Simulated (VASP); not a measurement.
# Zn7S8 (a cell with a defect) in VASP: single point with LDA

Aim: the single point of Zn7S8 (a cell with a defect) with LDA.

Program: VASP 6.6.1. These are calculated values, not measurements. Logs are shortened: lines on timing, memory, paths and dates and some standing lists are left out, and cuts for length are marked.

## 1. The cell of the first run

The cell holds a defect, 15 atoms: a = 7.491 Å, b = 7.491 Å, c = 7.491 Å, α = 60.00°, β = 60.00°, γ = 60.00°.

## 2. Single point, LDA

Contents of INCAR:

```
SYSTEM = Zn7S8
  PREC = Accurate
  ENCUT = 520
  EDIFF = 1E-7
  ISMEAR = 0
  SIGMA = 0.02
  LREAL = Auto
  LASPH = .TRUE.
  NELM = 60
  ALGO = Normal
  ISIF = 2
  LWAVE = .FALSE.
  LCHARG = .FALSE.
  NELECT = 134.0
  NBANDS = 79
```

Contents of KPOINTS:

```
Automatic mesh
0
G
  2 2 2
  0 0 0
```

Contents of POSCAR:

```
Zn7S8
1.0
    0.0000000000      5.2968478578     -5.2968478578
    5.2968478578      5.2968478578      0.0000000000
    5.2968478578      0.0000000000     -5.2968478578
Zn S
7 8
Direct
   -0.0391277993     -0.2108718298      0.4608714589
    0.4467151150      0.0232557180      0.5067734759
    0.5409391731      0.4718971674      0.5152665459
    0.0067733680      0.0232558124      0.9467150340
    0.0152661549      0.4718971674      1.0409393753
    0.4947230070     -0.0048973466      0.9947228317
    0.4947231014      0.5154514672      0.9947229261
    0.1172213204      0.0907378337      0.1447930015
    0.1172213204      0.6472478712      0.1447930015
    0.6136942361      0.1363057840      0.1136942227
    0.6375773084      0.6124225364      0.1375776725
    0.0922454284      0.1577545783      0.5922452531
    0.1724421816      0.5775576498      0.6724423838
    0.6447931094      0.0907377393      0.6172214282
    0.6447931094      0.6472477768      0.6172214282
```

Potentials or basis: VASP PAW LDA potentials, release 64 (Zn, S).

Command:

```
$ cat potpaw_LDA.64/Zn/POTCAR potpaw_LDA.64/S/POTCAR > POTCAR
$ mpirun -np 1 vasp_std > vasp.out
```

OUTCAR:

```text
SYSTEM = Zn7S8
   PREC = Accurate
   ENCUT = 520
   EDIFF = 1E-7
   ISMEAR = 0
   LREAL = Auto
   LASPH = .TRUE.
   NELM = 60
   ISIF = 2
   NELECT = 134.0

 ion  position               nearest neighbor table
   1  0.961  0.789  0.461-  13 2.24   9 2.57   8 2.57  15 2.57  14 2.57
   2  0.447  0.023  0.507-  12 2.18  15 2.35  14 2.35  10 2.42
   3  0.541  0.472  0.515-  13 2.26  11 2.32  15 2.35  14 2.35
   4  0.007  0.023  0.947-  12 2.18   8 2.35   9 2.35  10 2.42
   5  0.015  0.472  0.041-  13 2.26  11 2.32   8 2.35   9 2.35
   6  0.495  0.995  0.995-  14 2.32   8 2.32  10 2.32  11 2.35
   7  0.495  0.515  0.995-  15 2.32   9 2.32  10 2.32  11 2.35
   8  0.117  0.091  0.145-   6 2.32   5 2.35   4 2.35   1 2.57
   9  0.117  0.647  0.145-   7 2.32   5 2.35   4 2.35   1 2.57
  10  0.614  0.136  0.114-   7 2.32   6 2.32   4 2.42   2 2.42
  11  0.638  0.612  0.138-   5 2.32   3 2.32   7 2.35   6 2.35
  12  0.092  0.158  0.592-   2 2.18   4 2.18
  13  0.172  0.578  0.672-   1 2.24   3 2.26   5 2.26
  14  0.645  0.091  0.617-   6 2.32   3 2.35   2 2.35   1 2.57
  15  0.645  0.647  0.617-   7 2.32   3 2.35   2 2.35   1 2.57

  LATTYP: Found a face centered cubic cell.
 ALAT       =    10.5936957156

  Lattice vectors:

 A1 = (   0.0000000000,   5.2968478578,  -5.2968478578)
 A2 = (   5.2968478578,   5.2968478578,   0.0000000000)
 A3 = (   5.2968478578,   0.0000000000,  -5.2968478578)

Analysis of symmetry for initial positions (statically):
=====================================================================
 Subroutine PRICEL returns:
 Original cell was already a primitive cell.

 Routine SETGRP: Setting up the symmetry group for a
 face centered cubic supercell.

 Subroutine GETGRP returns: Found  4 space group operations
 (whereof  2 operations were pure point group operations)
 out of a pool of 48 trial point group operations.

The static configuration has the point symmetry C_1h.
 The point group associated with its full space group is C_2v.

Analysis of symmetry for dynamics (positions and initial velocities):
=====================================================================
 Subroutine PRICEL returns:
 Original cell was already a primitive cell.

 Routine SETGRP: Setting up the symmetry group for a
 face centered cubic supercell.

 Subroutine GETGRP returns: Found  4 space group operations
 (whereof  2 operations were pure point group operations)
 out of a pool of 48 trial point group operations.

The dynamic configuration has the point symmetry C_1h.
 The point group associated with its full space group is C_2v.

 Subroutine INISYM returns: Found  4 space group operations
 (whereof  2 operations are pure point group operations),
 and found     1 'primitive' translations

----------------------------------------------------------------------------------------

                                     Primitive cell

  volume of cell :     297.2231

  direct lattice vectors                    reciprocal lattice vectors
     0.000000000  5.296847858 -5.296847858    -0.094395764  0.094395764 -0.094395764
     5.296847858  5.296847858  0.000000000     0.094395764  0.094395764  0.094395764
     5.296847858  0.000000000 -5.296847858     0.094395764 -0.094395764 -0.094395764

  length of vectors
     7.490874078  7.490874078  7.490874078     0.163498259  0.163498259  0.163498259

  position of ions in fractional coordinates (direct lattice)
     0.960872201  0.789128170  0.460871459
     0.446715115  0.023255718  0.506773476
     0.540939173  0.471897167  0.515266546
     0.006773368  0.023255812  0.946715034
     0.015266155  0.471897167  0.040939375
     0.494723007  0.995102653  0.994722832
     0.494723101  0.515451467  0.994722926
     0.117221320  0.090737834  0.144793001
     0.117221320  0.647247871  0.144793001
     0.613694236  0.136305784  0.113694223
     0.637577308  0.612422536  0.137577673
     0.092245428  0.157754578  0.592245253
     0.172442182  0.577557650  0.672442384
     0.644793109  0.090737739  0.617221428
     0.644793109  0.647247777  0.617221428

  ion indices of the primitive-cell ions
   primitive index   ion index
                 1           1
                 2           2
                 3           3
                 4           4
                 5           5
                 6           6
                 7           7
                 8           8
                 9           9
                10          10
                11          11
                12          12
                13          13
                14          14
                15          15

----------------------------------------------------------------------------------------

 KPOINTS: Automatic mesh

Automatic generation of k-mesh.
 Grid dimensions read from file:
 generate k-points for:    2    2    2

 Generating k-lattice:

  Cartesian coordinates                     Fractional coordinates (reciprocal lattice)
    -0.047197882  0.047197882 -0.047197882     0.500000000  0.000000000  0.000000000
     0.047197882  0.047197882  0.047197882     0.000000000  0.500000000  0.000000000
     0.047197882 -0.047197882 -0.047197882     0.000000000  0.000000000  0.500000000

  Length of vectors
     0.081749130  0.081749130  0.081749130

  Shift w.r.t. Gamma in fractional coordinates (k-lattice)
     0.000000000  0.000000000  0.000000000

 Subroutine IBZKPT returns following result:
 ===========================================

 Found      5 irreducible k-points:

 Following reciprocal coordinates:
            Coordinates               Weight
  0.000000  0.000000  0.000000      1.000000
  0.500000  0.000000  0.000000      2.000000
  0.000000  0.500000  0.000000      2.000000
  0.500000  0.500000  0.000000      2.000000
  0.500000  0.000000  0.500000      1.000000
   k-points           NKPTS =      5   k-points in BZ     NKDIM =      5   number of bands    NBANDS=     79
   number of dos      NEDOS =    301   number of ions     NIONS =     15
   total plane-waves  NPLWV = 175616
   dimension x,y,z NGX =    56 NGY =   56 NGZ =   56
   dimension x,y,z NGXF=   112 NGYF=  112 NGZF=  112
   ions per type =               7   8
   NGX,Y,Z   is equivalent  to a cutoff of  12.43, 12.43, 12.43 a.u.
   NGXF,Y,Z  is equivalent  to a cutoff of  24.86, 24.86, 24.86 a.u.
 SYSTEM =  Zn7S8
   PREC   = accura    normal or accurate (medium, high low for compatibility)
   ISTART =      0    job   : 0-new  1-cont  2-samecut
   ICHARG =      2    charge: 1-file 2-atom 10-const
   ISPIN  =      1    spin polarized calculation?
   LNONCOLLINEAR =      F non collinear calculations
   LSORBIT =      F    spin-orbit coupling
   LASPH  =      T    aspherical Exc in radial PAW
   ENCUT  =  520.0 eV  38.22 Ry    6.18 a.u.  13.93 13.93 13.93*2*pi/ulx,y,z
   NELM   =     60;   NELMIN=  2; NELMDL= -5     # of ELM steps
   EDIFF  = 0.1E-06   stopping-criterion for ELM
   LREAL  =      T    real-space projection
   EDIFFG = 0.1E-05   stopping-criterion for IOM
   NSW    =      0    number of steps for IOM
   IBRION =     -1    ionic relax: 0-MD 1-quasi-New 2-CG
   NFREE  =      0    steps in history (QN), initial steepest desc. (CG)
   ISIF   =      2    stress and relaxation
   ISYM   =      2    0-nonsym 1-usesym 2-fastsym
   POTIM  = 0.5000    time-step for ionic-motion
   TEBEG  =    0.0;   TEEND  =   0.0 temperature during run
   PSTRESS=    0.0 pullay stress
   NELECT =     134.0000    total number of electrons
   NUPDOWN=      -1.0000    fix difference up-down
   EMIN   =  10.00;   EMAX   =-10.00  energy-range for DOS
   EFERMI =   0.00;   METHOD = LEGACY
   ISMEAR =     0;   SIGMA  =   0.02  broadening in eV -4-tet -1-fermi 0-gaus
   EFERMI_NEDOS =   21; number of points for ismear=-14 and -15
   IALGO  =     38    algorithm
   IMIX   =      4    mixing-type and parameters
     AMIX     =   0.40;   BMIX     =  1.00
     AMIX_MAG =   1.60;   BMIX_MAG =  1.00
  volume/ion in A,a.u.               =      19.81       133.72
  Fermi-wavevector in a.u.,A,eV,Ry     =   1.255304  2.372181 21.439901  1.575788
  Thomas-Fermi vector in A             =   2.389067
   LORBIT       =      0    0 simple, 1 ext, 2 COOP (PROOUT), +10 PAW based schemes
   GGA     = CA    functional components
   LHFCALC =     F    Hartree Fock is set to
   AEXX    =    0.0000 exact exchange contribution
   IVDW    =     0    specifies the selected vdW correction
   LEPSILON=     F    determine dielectric tensor
   LRPA    =     F    only Hartree local field effects (RPA)
 non-spin polarized calculation
 Gauss-broadening in eV      SIGMA  =   0.02
  energy-cutoff  :      520.00
  volume of cell :      297.22
 maximum number of plane-waves:      8026
 NGX is ok and might be reduce to    56
   NGX = 27   NGY = 27   NGZ = 27

 number of electron     133.9999985 magnetization

 Free energy of the ion-electron system (eV)
  ---------------------------------------------------
  ext. energy  EPLUGINS =         0.00000000
  ---------------------------------------------------
  free energy    TOTEN  =       -53.68173188 eV

  energy without entropy =      -53.68173188  energy(sigma->0) =      -53.68173188

 E-fermi :   3.2233     XC(G=0): -10.1527

 val. band max:        3.0950799854   @ k =   0.0000   0.0000   0.0000
 cond. band min:       3.4521754117   @ k =   0.0000   0.0000   0.0000
 fundamental gap:      0.3570954263
 Fermi energy:         3.2232711235

 k-point     1 :       0.0000    0.0000    0.0000
  band No.  band energies     occupation
      1     -11.2441      2.00000
      2     -10.3373      2.00000
      3     -10.1540      2.00000
      4     -10.0894      2.00000
      5      -9.9618      2.00000
      6      -9.6244      2.00000
[... 71 lines left out ...]
     78       7.3271      0.00000
     79       8.0079      0.00000
[... 326 lines left out ...]
     78       8.0982      0.00000
     79       8.3384      0.00000

------------------------ aborting loop because EDIFF is reached ----------------------------------------

  FORCE on cell =-STRESS in cart. coord.  units (eV):
  Direction    XX          YY          ZZ          XY          YZ          ZX
  --------------------------------------------------------------------------------------
  -------------------------------------------------------------------------------------
  Total       10.2059631     10.2059631     13.0216066     -0.9337016      0.0000000      0.0000000
  in kB       55.0151227     55.0151227     70.1928150     -5.0331074      0.0000000      0.0000000
  external PRESSURE =      60.0743535 kB  Pullay stress =       0.0000000 kB

 VOLUME and BASIS-vectors are now :
 -----------------------------------------------------------------------------
  energy-cutoff  :      520.00
  volume of cell :      297.22
      direct lattice vectors                 reciprocal lattice vectors
     0.000000000  5.296847858 -5.296847858    -0.094395764  0.094395764 -0.094395764
     5.296847858  5.296847858  0.000000000     0.094395764  0.094395764  0.094395764
     5.296847858  0.000000000 -5.296847858     0.094395764 -0.094395764 -0.094395764

 POSITION                                       TOTAL-FORCE (eV/Angst)
 -----------------------------------------------------------------------------------
      6.62106      9.26949     -7.53076        -0.000000     -0.000000     -0.010895
      2.80748      2.48936     -5.05048        -0.009278      0.009278     -0.012122
      5.22886      5.36484     -5.59456         0.012861     -0.012861     -0.015162
      5.13779      0.15906     -5.05048         0.009278     -0.009278     -0.012122
      2.71642      2.58043     -0.29771        -0.012861      0.012861     -0.015162
     10.53980      7.89138     -7.88937        -0.024946     -0.024946      0.017038
      7.99916      5.35074     -7.88937         0.024946      0.024946      0.017038
      1.24757      1.10153     -1.38785         0.015847     -0.012559     -0.013592
      4.19532      4.04928     -1.38785         0.012559     -0.015847     -0.013592
      1.32421      3.97264     -3.85287         0.000000      0.000000     -0.030862
      3.97264      6.62106     -4.10588         0.000000      0.000000      0.036425
      3.97264      1.32421     -3.62564         0.000000      0.000000      0.055505
      6.62106      3.97264     -4.47523         0.000000      0.000000      0.024686
      3.74995      3.89600     -6.68470        -0.012559      0.015847     -0.013592
      6.69770      6.84374     -6.68470        -0.015847      0.012559     -0.013592
 -----------------------------------------------------------------------------------
    total drift:                               -0.000866      0.001323      0.004078

  FREE ENERGIE OF THE ION-ELECTRON SYSTEM (eV)
  ---------------------------------------------------
  free  energy   TOTEN  =       -53.6817318796 eV

  energy  without entropy=      -53.6817318796  energy(sigma->0) =      -53.68173188
```

Run time: 4.6 min. Hardware: 1 thread of Intel Xeon Platinum 8259CL at 2.50GHz (Skylake/Cascade Lake), shared host; peak memory 0.36 GiB.

Results:

| Property | Result |
| --- | --- |
| Free energy | -53.6817 eV |
| Largest force | 0.056 eV/Å |

Forces in eV/Å, atoms in the order of the input:
```
Zn   0.000  0.000 -0.011
Zn  -0.009  0.009 -0.012
Zn   0.013 -0.013 -0.015
Zn   0.009 -0.009 -0.012
Zn  -0.013  0.013 -0.015
Zn  -0.025 -0.025  0.017
Zn   0.025  0.025  0.017
S    0.016 -0.013 -0.014
S    0.013 -0.016 -0.014
S    0.000  0.000 -0.031
S    0.000  0.000  0.036
S    0.000  0.000  0.056
S    0.000  0.000  0.025
S   -0.013  0.016 -0.014
S   -0.016  0.013 -0.014
```

Caveat: the k points lie up to 0.51 Å⁻¹ apart; the cell carries a net charge on a neutralising background, which shifts energy and pressure; the cell is charged against a uniform background, so pressure and absolute levels hang on convention.
